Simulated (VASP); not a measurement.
Input of a VASP 6.6.1 run:

File INCAR:

```
ALGO = Normal
EDIFF = 1E-6
ENCUT = 520
ISIF = 2
ISMEAR = 0
LASPH = True
LCHARG = False
LREAL = False
LWAVE = False
NBANDS = 50
NELM = 60
PREC = Accurate
SIGMA = 0.15
```

The input KPOINTS:

```
k-points
0
Gamma
  9 9 8
```

File POSCAR:

```
Ta2N
1.0
    5.3763138840      0.0000000000      0.0000000000
   -2.6881569420      4.6560244023      0.0000000000
    0.0000000000      0.0000000000      4.6193288891
Ta N
6 3
Direct
    0.6908347477      0.6908347477      0.7526041962
    0.0000000000      0.3091652523      0.7526041962
    0.3091652523      0.0000000000      0.7526041962
    0.3091652523      0.3091652523      0.2473958038
    0.0000000000      0.6908347477      0.2473958038
    0.6908347477      0.0000000000      0.2473958038
    0.6666666667      0.3333333333      0.5000000000
    0.3333333333      0.6666666667      0.5000000000
    0.0000000000      0.0000000000      0.0000000000
```

Potentials or basis: VASP PAW LDA potentials, release 64 (Ta_pv, N).

Run with:

```console
$ cat potpaw_LDA.64/Ta_pv/POTCAR potpaw_LDA.64/N/POTCAR > POTCAR
$ mpirun -np 1 vasp_std > vasp.out
```

Q: What does it give for the largest force?

A: 4.020 eV/Å.

Q: What does it give for the pressure?

A: 9.1 GPa.

Stress tensor (GPa, compression positive):
```
 1.39  0.00  0.00
 0.00  1.39  0.00
 0.00  0.00 24.50
```

Caveat: forces of over 1 eV/Å act on the atoms, so gaps and moduli don't describe the material at rest.
